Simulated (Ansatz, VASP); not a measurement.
# LiH: VASP beside Ansatz

```
Li H
1.0
    -0.00995    1.98539    1.98539
     1.98539   -0.00995    1.98539
     1.98539    1.98539   -0.00995
Li H
1 1
Direct
  0.00000 0.00000 0.00000
  0.50000 0.50000 0.50000
```

Change from the starting cell: equal xy, yz and zx engineering shears of -0.5 %.

Alike in both runs: functional PBEsol; k mesh 10 × 10 × 10; no spin polarisation.

Ansatz relaxed the structure, and its values are those at the end. VASP's run is a single point on that final structure, the one shown.

```csv
,VASP,Ansatz
version,VASP 6.6.1,Ansatz 0.2.0
potentials or method,"VASP PAW PBE potentials, release 64 (Li_sv, H), cutoff 520 eV","all-electron LAPW, scalar-relativistic"
occupations,"gaussian, width 0.01 eV",fixed
```

|  | VASP | Ansatz | Ansatz less VASP |
| --- | --- | --- | --- |
| gap on the k mesh at the Fermi level (eV) | 2.73 | 2.73 | +0.002 |

VASP's potentials were made for PBE, not for PBEsol. Ansatz ran all-electron here, and VASP with PAW potentials.

Noted on VASP's run: the cutoff is short for stress, so the pressure is rough.
